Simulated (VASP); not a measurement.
**ZnS: vibrations by perturbation theory with PBE**

The system is ZnS.

```
Zn S
1.0
     0.00000    2.72185    2.72185
     2.72185    0.00000    2.72185
     2.72185    2.72185    0.00000
Zn S
1 1
Direct
  0.00000 0.00000 0.00000
  0.75000 0.75000 0.75000
```

* Program: VASP 6.6.1
* Task: vibrations by perturbation theory
* Functional: PBE
* Potentials or basis: VASP PAW PBE potentials, release 64 (Zn, S)
* Cutoff: 520 eV
* k mesh: 8 × 8 × 8
* Occupations: gaussian, width 0.01 eV
* Spin: no spin polarisation
* Dipole correction: no
* Further INCAR settings: ALGO = Normal; EDIFF = 1e-08; NBANDS = 16; IBRION = 8; NSW = 1

```
Electronic dielectric tensor (diagonal)                 : 6.02
Born charges (mean of the diagonal)                     : Zn +2.04; S -2.04 e
Highest phonon frequency at Γ, LO-TO splitting left out : 261 cm⁻¹
```

Phonon frequencies in cm⁻¹ (negative: imaginary):
```tsv
q point	frequencies
(0.000, 0.000, 0.000)	0 0 0 261 261 261
```

Electronic dielectric tensor:
```
6.02 0.00 0.00
0.00 6.02 0.00
0.00 0.00 6.02
```

Born effective charge tensors (e):
atom 1, Zn
```
2.04 0.00 0.00
0.00 2.04 0.00
0.00 0.00 2.04
```
atom 2, S
```
-2.04  0.00  0.00
 0.00 -2.04  0.00
 0.00  0.00 -2.04
```

It took 18 min on 1 thread of Intel Xeon 8259CL, with other jobs on the host, peak memory 0.3 GiB.
